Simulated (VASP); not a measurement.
# Tl (R-3m) in VASP: a series of runs, part 2 of 2

VASP 6.6.1.

## (3) Single point, PBE

This run uses another cell than the first one, of 30.18 Å³/atom.

INCAR

```
SYSTEM = Tl
PREC = Accurate
ENCUT = 520
EDIFF = 1E-6
ISMEAR = 0
SIGMA = 0.1
LREAL = .False.
LASPH = .True.
NELM = 100
ALGO = Normal
ISIF = 2
LWAVE = .False.
LCHARG = .True.
GGA = PE
LELF = .True.
LVHAR = .True.
NBANDS = 26
```

KPOINTS

```
regular mesh
0
Gamma
  6 6 6
  0 0 0
```

POSCAR

```
Tl
1.0
    1.7810518452      1.0282907623      8.2404167867
   -1.7810518452      1.0282907623      8.2404167867
    0.0000000000     -2.0565815246      8.2404167867
Tl
3
Direct
    0.0000000000      0.0000000000      0.0000000000
    0.2209406600      0.2209406600      0.2209406600
    0.7790593400      0.7790593400      0.7790593400
```

Potentials or basis: VASP PAW PBE potentials, release 64 (Tl_d).

Launch:

```sh
> cat potpaw_PBE.64/Tl_d/POTCAR > POTCAR
> mpirun -np 1 vasp_std > vasp.out
```

OUTCAR:

```text
SYSTEM = Tl
   PREC = Accurate
   ENCUT = 520
   EDIFF = 1E-6
   ISMEAR = 0
   LREAL = .False.
   LASPH = .True.
   NELM = 100
   ISIF = 2
   GGA = PE

 ion  position               nearest neighbor table
   1  0.000  0.000  0.000-   3 3.46   3 3.46   2 3.46   2 3.46   3 3.46   2 3.46
   2  0.221  0.221  0.221-   3 3.38   3 3.38   3 3.38   1 3.46   1 3.46   1 3.46
   3  0.779  0.779  0.779-   2 3.38   2 3.38   2 3.38   1 3.46   1 3.46   1 3.46

  LATTYP: Found a trigonal (rhomboedric) cell.
 ALAT       =     8.4931735168
 COS(alpha) =     0.9120485254

  Lattice vectors:

 A1 = (   1.7810518452,   1.0282907623,   8.2404167867)
 A2 = (  -1.7810518452,   1.0282907623,   8.2404167867)
 A3 = (   0.0000000000,  -2.0565815246,   8.2404167867)

Analysis of symmetry for initial positions (statically):
=====================================================================
 Subroutine PRICEL returns:
 Original cell was already a primitive cell.

 Routine SETGRP: Setting up the symmetry group for a
 trigonal (rhombohedral) supercell.

 Subroutine GETGRP returns: Found 12 space group operations
 (whereof 12 operations were pure point group operations)
 out of a pool of 12 trial point group operations.

The static configuration has the point symmetry D_3d.

Analysis of symmetry for dynamics (positions and initial velocities):
=====================================================================
 Subroutine PRICEL returns:
 Original cell was already a primitive cell.

 Routine SETGRP: Setting up the symmetry group for a
 trigonal (rhombohedral) supercell.

 Subroutine GETGRP returns: Found 12 space group operations
 (whereof 12 operations were pure point group operations)
 out of a pool of 12 trial point group operations.

The dynamic configuration has the point symmetry D_3d.

[... 113 lines left out ...]
   EMIN   =  10.00;   EMAX   =-10.00  energy-range for DOS
   EFERMI =   0.00;   METHOD = LEGACY
   ISMEAR =     0;   SIGMA  =   0.10  broadening in eV -4-tet -1-fermi 0-gaus
   EFERMI_NEDOS =   21; number of points for ismear=-14 and -15
   IALGO  =     38    algorithm
   IMIX   =      4    mixing-type and parameters
     AMIX     =   0.40;   BMIX     =  1.00
     AMIX_MAG =   1.60;   BMIX_MAG =  1.00
  volume/ion in A,a.u.               =      30.18       203.69
  Fermi-wavevector in a.u.,A,eV,Ry     =   1.236323  2.336312 20.796442  1.528495
  Thomas-Fermi vector in A             =   2.370937
   LORBIT       =      0    0 simple, 1 ext, 2 COOP (PROOUT), +10 PAW based schemes
   GGA     = PE    functional components
   LHFCALC =     F    Hartree Fock is set to
   AEXX    =    0.0000 exact exchange contribution
   IVDW    =     0    specifies the selected vdW correction
   LEPSILON=     F    determine dielectric tensor
   LRPA    =     F    only Hartree local field effects (RPA)
 non-spin polarized calculation
 Gauss-broadening in eV      SIGMA  =   0.10
  energy-cutoff  :      520.00
  volume of cell :       90.55
 maximum number of plane-waves:      2491
   NGX = 31   NGY = 31   NGZ = 31

 number of electron      38.9999997 magnetization

 Free energy of the ion-electron system (eV)
  ---------------------------------------------------
  ext. energy  EPLUGINS =         0.00000000
  ---------------------------------------------------
  free energy    TOTEN  =        -6.68328888 eV

  energy without entropy =       -6.68037164  energy(sigma->0) =       -6.68183026

 E-fermi :   6.0774     XC(G=0):  -9.9220

 val. band max:        5.9997492155   @ k =   0.5000   0.5000  -0.0000
 cond. band min:       6.1263398862   @ k =  -0.3333   0.3333   0.0000
 fundamental gap:      0.1265906707
 Fermi energy:         6.0774199387

 k-point     1 :       0.0000    0.0000    0.0000
  band No.  band energies     occupation
      1      -5.6387      2.00000
      2      -5.5872      2.00000
      3      -5.5388      2.00000
      4      -5.5388      2.00000
      5      -5.5019      2.00000
      6      -5.5019      2.00000
[... 685 lines left out ...]
     25       9.9733      0.00000
     26      11.9920      0.00000

 [... further k-points ...]

------------------------ aborting loop because EDIFF is reached ----------------------------------------

  FORCE on cell =-STRESS in cart. coord.  units (eV):
  Direction    XX          YY          ZZ          XY          YZ          ZX
  --------------------------------------------------------------------------------------
  -------------------------------------------------------------------------------------
  Total        0.4203965      0.4203965      0.7737110      0.0000000      0.0000000     -0.0000000
  in kB        7.4383517      7.4383517     13.6897779      0.0000000      0.0000000     -0.0000000
  external PRESSURE =       9.5221604 kB  Pullay stress =       0.0000000 kB

 VOLUME and BASIS-vectors are now :
 -----------------------------------------------------------------------------
  energy-cutoff  :      520.00
  volume of cell :       90.55
      direct lattice vectors                 reciprocal lattice vectors
     1.781051845  1.028290762  8.240416787     0.280732984  0.162081264  0.040451028
    -1.781051845  1.028290762  8.240416787    -0.280732984  0.162081264  0.040451028
     0.000000000 -2.056581525  8.240416787     0.000000000 -0.324162528  0.040451028

 POSITION                                       TOTAL-FORCE (eV/Angst)
 -----------------------------------------------------------------------------------
      0.00000      0.00000      0.00000         0.000000     -0.000000      0.000000
      0.00000      0.00000      5.46193         0.000000     -0.000000      0.031763
      0.00000      0.00000     19.25932         0.000000      0.000000     -0.031763
 -----------------------------------------------------------------------------------
    total drift:                                0.000000     -0.000000      0.000000

  FREE ENERGIE OF THE ION-ELECTRON SYSTEM (eV)
  ---------------------------------------------------
  free  energy   TOTEN  =        -6.6832888840 eV

  energy  without entropy=       -6.6803716424  energy(sigma->0) =       -6.68183026
```

OSZICAR:

```text
N       E                     dE             d eps       ncg     rms          rms(c)
DAV:   1     0.209232282569E+03    0.20923E+03   -0.20516E+04  1696   0.137E+03
DAV:   2    -0.187310320127E+01   -0.21111E+03   -0.20775E+03  1766   0.312E+02
DAV:   3    -0.671712436609E+01   -0.48440E+01   -0.47783E+01  1908   0.402E+01
DAV:   4    -0.675370108254E+01   -0.36577E-01   -0.36572E-01  1782   0.362E+00
DAV:   5    -0.675421615903E+01   -0.51508E-03   -0.51507E-03  1882   0.464E-01    0.329E+00
DAV:   6    -0.669395249811E+01    0.60264E-01   -0.11691E-01  1750   0.232E+00    0.234E+00
DAV:   7    -0.668434142829E+01    0.96111E-02   -0.60239E-02  1756   0.166E+00    0.726E-01
DAV:   8    -0.668326725589E+01    0.10742E-02   -0.61331E-03  1722   0.518E-01    0.416E-02
DAV:   9    -0.668327846256E+01   -0.11207E-04   -0.39233E-05  1926   0.458E-02    0.146E-02
DAV:  10    -0.668328835188E+01   -0.98893E-05   -0.12067E-05  1740   0.251E-02    0.318E-03
DAV:  11    -0.668328888397E+01   -0.53210E-06   -0.98000E-07   978   0.663E-03
   1 F= -.66832889E+01 E0= -.66818303E+01  d E =-.291724E-02
```

Wall time 3 min (1 thread of Intel Xeon 6975P-C (Granite Rapids), shared host); peak memory 0.52 GiB.

What came out:

```
Free energy            : -6.6833 eV
Pressure               : 1.0 GPa
Largest force          : 0.032 eV/Å
Band gap on the k mesh : zero (an odd number of electrons rules out a gap without spin polarisation)
```

Forces on the atoms (eV/Å):
```
Tl   0.000  0.000  0.000
Tl   0.000  0.000  0.032
Tl   0.000  0.000 -0.032
```

Stress tensor (GPa, compression positive):
```
0.74 0.00 0.00
0.00 0.74 0.00
0.00 0.00 1.37
```

Levels at points of the mesh, in eV from the Fermi level:
```tsv
k point	band 16	band 17	band 18	band 19	band 20	band 21	band 22	band 23
(0.00, 0.00, 0.00)	-9.75	-7.28	-7.13	0.95	1.05	7.57	7.57	7.69
(0.50, 0.00, 0.00)	-5.85	-4.97	-4.45	-2.34	-1.04	-0.75	3.46	4.14
(0.50, 0.50, 0.00)	-5.63	-5.30	-4.45	-2.47	-0.88	-0.08	2.27	3.43
(0.50, 0.50, 0.50)	-9.21	-9.05	-4.86	-2.56	6.33	6.56	7.15	7.15
```

Caveat: spin-orbit coupling is left out, which moves the levels of the heavy elements.

The gap in the log of VASP goes by the Fermi energy; the results here count the filled bands.